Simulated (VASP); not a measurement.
# Sn (Im-3m) in VASP: a series of runs

The runs below take Sn through relaxation of cell and atoms, with LDA.

Program: VASP 6.6.1. These are calculated values, not measurements. Logs are shortened: lines on timing, memory, paths and dates and some standing lists are left out, and cuts for length are marked.

**1. The cell of the first run**

The structure is cubic, space group Im-3m (No. 229). The conventional cell has a = 3.789 Å, b = 3.789 Å, c = 3.789 Å, α = 90.00°, β = 90.00°, γ = 90.00°. Within 4.3 Å of Sn (site symmetry m-3m) lie 14 Sn at 3.28 to 3.79 Å.

**2. Relaxation of cell and atoms, LDA**

INCAR

```
PREC = Accurate ; ENCUT = 600
EDIFF = 1E-6 ; ISMEAR = 1
SIGMA = 0.1 ; LREAL = F
LASPH = T ; NELM = 100
ALGO = Normal ; ISIF = 3
LWAVE = F ; LCHARG = F
GGA = CA ; IBRION = 2
NSW = 80 ; EDIFFG = -0.01
```

KPOINTS

```
regular mesh
0
Gamma
  12 12 12
```

POSCAR

```
Sn
1.0
   -1.8946520000      1.8946520000      1.8946520000
    1.8946520000     -1.8946520000      1.8946520000
    1.8946520000      1.8946520000     -1.8946520000
Sn
1
Direct
    0.0000000000      0.0000000000      0.0000000000
```

Potentials or basis: VASP PAW LDA potentials, release 64 (Sn_d).

Command:

```
$ cat potpaw_LDA.64/Sn_d/POTCAR > POTCAR
$ mpirun -np 1 vasp_std > vasp.out
```

OUTCAR:

```text
PREC = Accurate
   ENCUT = 600
   EDIFF = 1E-6
   ISMEAR = 1
   LREAL = F
   LASPH = T
   NELM = 100
   ISIF = 3
   GGA = CA
   IBRION = 2
   NSW = 80
   EDIFFG = -0.01

 ion  position               nearest neighbor table
   1  0.000  0.000  0.000-

  LATTYP: Found a body centered cubic cell.
 ALAT       =     3.7893040000

  Lattice vectors:

 A1 = (  -1.8946520000,   1.8946520000,   1.8946520000)
 A2 = (   1.8946520000,  -1.8946520000,   1.8946520000)
 A3 = (   1.8946520000,   1.8946520000,  -1.8946520000)

Analysis of symmetry for initial positions (statically):
=====================================================================
 Subroutine PRICEL returns:
 Original cell was already a primitive cell.

 Routine SETGRP: Setting up the symmetry group for a
 body centered cubic supercell.

 Subroutine GETGRP returns: Found 48 space group operations
 (whereof 48 operations were pure point group operations)
 out of a pool of 48 trial point group operations.

The static configuration has the point symmetry O_h .

Analysis of symmetry for dynamics (positions and initial velocities):
=====================================================================
 Subroutine PRICEL returns:
 Original cell was already a primitive cell.

 Routine SETGRP: Setting up the symmetry group for a
 body centered cubic supercell.

 Subroutine GETGRP returns: Found 48 space group operations
 (whereof 48 operations were pure point group operations)
 out of a pool of 48 trial point group operations.

The dynamic configuration has the point symmetry O_h .

 Subroutine INISYM returns: Found 48 space group operations
 (whereof 48 operations are pure point group operations),
 and found     1 'primitive' translations

----------------------------------------------------------------------------------------

                                     Primitive cell

  volume of cell :      27.2050

  direct lattice vectors                    reciprocal lattice vectors
    -1.894652000  1.894652000  1.894652000     0.000000000  0.263900706  0.263900706
     1.894652000 -1.894652000  1.894652000     0.263900706  0.000000000  0.263900706
     1.894652000  1.894652000 -1.894652000     0.263900706  0.263900706  0.000000000

  length of vectors
     3.281633527  3.281633527  3.281633527     0.373211957  0.373211957  0.373211957

  position of ions in fractional coordinates (direct lattice)
     0.000000000  0.000000000  0.000000000

  ion indices of the primitive-cell ions
[... 89 lines left out ...]
   ISMEAR =     1;   SIGMA  =   0.10  broadening in eV -4-tet -1-fermi 0-gaus
   EFERMI_NEDOS =   21; number of points for ismear=-14 and -15
   IALGO  =     38    algorithm
   IMIX   =      4    mixing-type and parameters
     AMIX     =   0.40;   BMIX     =  1.00
     AMIX_MAG =   1.60;   BMIX_MAG =  1.00
  volume/ion in A,a.u.               =      27.20       183.59
  Fermi-wavevector in a.u.,A,eV,Ry     =   1.311902  2.479135 23.416808  1.721087
  Thomas-Fermi vector in A             =   2.442331
   LORBIT       =      0    0 simple, 1 ext, 2 COOP (PROOUT), +10 PAW based schemes
   GGA     = CA    functional components
   LHFCALC =     F    Hartree Fock is set to
   AEXX    =    0.0000 exact exchange contribution
   IVDW    =     0    specifies the selected vdW correction
   LEPSILON=     F    determine dielectric tensor
   LRPA    =     F    only Hartree local field effects (RPA)
 conjugate gradient relaxation of ions
 non-spin polarized calculation
 Methfessel and Paxton  Order N= 1 SIGMA  =   0.10
  energy-cutoff  :      600.00
  volume of cell :       27.20
 maximum number of plane-waves:       935
 NGX is ok and might be reduce to    28
   NGX = 13   NGY = 13   NGZ = 13

--------------------------------------- Ionic step        1  -------------------------------------------

 number of electron      13.9999996 magnetization

 Free energy of the ion-electron system (eV)
  ---------------------------------------------------
  ext. energy  EPLUGINS =         0.00000000
  ---------------------------------------------------
  free energy    TOTEN  =        -4.42393786 eV

  energy without entropy =       -4.42410085  energy(sigma->0) =       -4.42399219

------------------------ aborting loop because EDIFF is reached ----------------------------------------

  FORCE on cell =-STRESS in cart. coord.  units (eV):
  Direction    XX          YY          ZZ          XY          YZ          ZX
  --------------------------------------------------------------------------------------
  -------------------------------------------------------------------------------------
  Total       -0.5842308     -0.5842308     -0.5842308     -0.0000000     -0.0000000      0.0000000
  in kB      -34.4069908    -34.4069908    -34.4069908     -0.0000000     -0.0000000      0.0000000
  external PRESSURE =     -34.4069908 kB  Pullay stress =       0.0000000 kB
[... 92 lines left out ...]
--------------------------------------- Ionic step        4  -------------------------------------------

 number of electron      14.0000005 magnetization

 Free energy of the ion-electron system (eV)
  ---------------------------------------------------
  ext. energy  EPLUGINS =         0.00000000
  ---------------------------------------------------
  free energy    TOTEN  =        -4.44569764 eV

  energy without entropy =       -4.44581445  energy(sigma->0) =       -4.44573658

 E-fermi :   8.7428     XC(G=0): -10.9265

 val. band max:        8.6710704342   @ k =  -0.4167   0.4167   0.4167
 cond. band min:       8.7514735911   @ k =   0.1667   0.1667   0.0833
 fundamental gap:      0.0804031569
 Fermi energy:         8.7427780324

 k-point     1 :       0.0000    0.0000    0.0000
  band No.  band energies     occupation
      1     -12.8480      2.00000
      2     -12.8480      2.00000
      3     -12.8480      2.00000
      4     -12.6752      2.00000
      5     -12.6752      2.00000
      6      -2.9496      2.00000
      7      17.1284      0.00000
      8      17.1284      0.00000
      9      17.1284      0.00000
     10      21.0047      0.00000
     11      21.0047      0.00000
[... 309 lines left out ...]
 k-point    24 :       0.4167    0.0833    0.0833
  band No.  band energies     occupation
      1     -12.8907      2.00000
      2     -12.8163      2.00000
      3     -12.6841      2.00000
      4     -12.6813      2.00000
      5     -12.6013      2.00000
      6       2.3542      2.00000
      7       4.2784      2.00000
      8      10.5927     -0.00000
      9      12.1041      0.00000
     10      19.5385      0.00000
     11      19.9187      0.00000

 [... further k-points ...]
[... 5 lines left out ...]
  --------------------------------------------------------------------------------------
  -------------------------------------------------------------------------------------
  Total       -0.0064931     -0.0064931     -0.0064931      0.0000000     -0.0000000      0.0000000
  in kB       -0.4094368     -0.4094368     -0.4094368      0.0000000     -0.0000000      0.0000000
  external PRESSURE =      -0.4094368 kB  Pullay stress =       0.0000000 kB
[... 16 lines left out ...]
  FREE ENERGIE OF THE ION-ELECTRON SYSTEM (eV)
  ---------------------------------------------------
  free  energy   TOTEN  =        -4.4456976395 eV

  energy  without entropy=       -4.4458144501  energy(sigma->0) =       -4.44573658

 reached required accuracy - stopping structural energy minimisation
```

Run time: 46 s. Hardware: 1 thread of Intel Xeon 6975P-C, shared host; peak memory 0.17 GiB.

Results:

* Free energy: -4.4457 eV
* Relaxed volume: 25.41 Å³/atom
* Relaxed cell: a = 3.208 Å, b = 3.208 Å, c = 3.208 Å, α = 109.47°, β = 109.47°, γ = 109.47°
* Space group after relaxing (to 0.05 Å): Im-3m (No. 229)
* Energy gained by relaxing: 21.8 meV/atom
* Ionic steps: 4
* Pressure after relaxing: 0.0 GPa
* Band gap on the k mesh: zero (band 7 reaches 17.13 eV, above the bottom of band 8 at 6.00 eV)

Step by step:
```csv
step,energy change (eV),largest force (eV/Å),pressure (GPa),volume (Å³)
1,0.0000,0.0000,-3.44,27.20
2,-0.0204,0.0000,1.06,24.97
3,-0.0218,0.0000,0.08,25.37
4,-0.0218,0.0000,-0.04,25.41
```

Final structure:
```
CELL_PARAMETERS angstrom
-1.85199 1.85199 1.85199
1.85199 -1.85199 1.85199
1.85199 1.85199 -1.85199
ATOMIC_POSITIONS crystal
Sn 0.00000 0.00000 0.00000
```

Caveat: spin-orbit coupling is left out, which moves the levels of the heavy elements.

(Part 1 of 2 ends here.)
